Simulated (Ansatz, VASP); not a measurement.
P in VASP and in Ansatz

POSCAR

```
P
1.0
    0.0000000000      3.1559886380      3.1559886380
    3.1559886380      0.0000000000      3.1559886380
    3.1559886380      3.1559886380      0.0000000000
P
2
Direct
    0.5000000000      0.5000000000      0.5000000000
    0.7500000000      0.7500000000      0.7500000000
```

Contents of INCAR.step1:

```
ALGO = Normal
EDIFF = 1E-4
ENCUT = 600
GGA = PE
ISMEAR = 0
LASPH = True
LCHARG = False
LREAL = False
LWAVE = True
NELM = 80
PREC = Accurate
SIGMA = 0.1
```

File INCAR.step2:

```
ALGO = Normal
EDIFF = 1E-7
EDIFFG = -0.04
ENCUT = 600
IBRION = 2
ISIF = 3
ISMEAR = 0
ISTART = 1
LASPH = True
LCHARG = False
LMIXTAU = True
LREAL = False
LWAVE = False
METAGGA = R2SCAN
NELM = 80
NSW = 90
PREC = Accurate
SIGMA = 0.1
```

Contents of KPOINTS:

```
k-points
0
Gamma
  6 6 6
```

Input for Ansatz:

```yaml
crystal:
  lattice:
    - [0.0, 3.155988638, 3.155988638]
    - [3.155988638, 0.0, 3.155988638]
    - [3.155988638, 3.155988638, 0.0]
  atoms:
    - { symbol: P, position: [0.5, 0.5, 0.5] }
    - { symbol: P, position: [0.75, 0.75, 0.75] }
basis:
  ecutwfc: 500
kpoints:
  mp_grid: { grid: [6, 6, 6] }
hamiltonian:
  xc: r2scan
scf:
  occupations: { method: gaussian, width: 0.1 }
  lower_state_search: "off"
output:
  forces: true
  stress: true
  eigenvalues: true
relax:
  adjacent_minimum: "off"
  f_tol: 0.04
  max_steps: 70
  cell: { stress_tol: 0.4 }
```

Alike in both runs: task relaxation of cell and atoms; functional r2SCAN; k mesh 6 × 6 × 6; occupations gaussian, width 0.1 eV; no spin polarisation.

|  | VASP | Ansatz |
| --- | --- | --- |
| version | VASP 6.6.1 | Ansatz 0.2.0 |
| potentials or method | VASP PAW PBE potentials, release 64 (P), cutoff 600 eV | scalar-relativistic, plane waves, PAW |
| valence electrons in the cell | 10 | 10 |

|  | VASP | Ansatz | Ansatz less VASP |
| --- | --- | --- | --- |
| gap on the k mesh at the Fermi level, each at its own relaxed structure (eV) | none | none | - |
| relaxed volume (Å³/atom) | 20.84 | 20.86 | +0.029 |
| relaxed cell length with the largest relative difference (Å) | 3.892 | 3.893 | +0.0018 |

VASP's potentials were made for PBE, not for r2SCAN. A gap of «none» marks a metal or a gap that the smearing closes.

Noted on VASP's run: the volume moved by over 15 % at a fixed basis, so the end points are rough.
